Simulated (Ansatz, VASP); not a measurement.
## ZnAu in VASP and in Ansatz

File INCAR:

```
PREC = Accurate ; ENCUT = 520
EDIFF = 1E-6 ; ISMEAR = -1
SIGMA = 0.05 ; LREAL = False
LASPH = True ; NELM = 80
ALGO = Normal ; ISIF = 2
LWAVE = False ; LCHARG = False
GGA = PS ; NBANDS = 18
```

KPOINTS

```
Automatic mesh
0
Gamma
  13 13 13
```

POSCAR

```
ZnAu
1.0
    3.1470000000      0.0000000000      0.0000000000
    0.0000000000      3.1470000000      0.0000000000
    0.0000000000      0.0000000000      3.2099400000
Zn Au
1 1
Direct
    0.5000000000      0.5000000000      0.5000000000
    0.0000000000      0.0000000000      0.0000000000
```

Input for Ansatz:

```yaml
crystal:
  lattice:
    - [3.147, 0.0, 0.0]
    - [0.0, 3.147, 0.0]
    - [0.0, 0.0, 3.20994]
  atoms:
    - { symbol: Zn, position: [0.5, 0.5, 0.5] }
    - { symbol: Au, position: [0.0, 0.0, 0.0] }
kpoints:
  mp_grid: { grid: [13, 13, 13] }
  band_path:
    path:
      - [0.0, 0.0, 0.0]
      - [0.0, 0.5, 0.0]
      - [0.5, 0.5, 0.0]
      - [0.0, 0.0, 0.0]
      - [0.0, 0.0, 0.5]
      - [0.0, 0.5, 0.5]
      - [0.5, 0.5, 0.5]
      - [0.0, 0.0, 0.5]
      - [0.0, 0.5, 0.0]
    npoints: 5
scf:
  occupations: { method: fermi_dirac, width: 0.05 }
hamiltonian:
  xc: pbesol
  pseudopotentials: { kind: all_electron, lapw: { basis_error: 0.0005 } }
output:
  forces: true
  stress: true
  eigenvalues: true
```

Change from the starting cell: zz strain of +2 %.

Alike in both runs: task single point; functional PBEsol; k mesh 13 × 13 × 13; occupations fermi-dirac, width 0.05 eV; no spin polarisation.

|  | VASP | Ansatz |
| --- | --- | --- |
| version | VASP 6.6.1 | Ansatz 0.2.0 |
| potentials or method | VASP PAW PBE potentials, release 64 (Zn, Au), cutoff 520 eV | all-electron LAPW, scalar-relativistic |

```tsv
	VASP	Ansatz	Ansatz less VASP
pressure (GPa)	-4.7	-4.8	-0.08
traceless stress, the component that is largest in VASP (GPa)	0.32	0.32	-0.001
```

VASP's potentials were made for PBE, not for PBEsol. Ansatz ran all-electron here, and VASP with PAW potentials.

Spin-orbit coupling is off throughout.
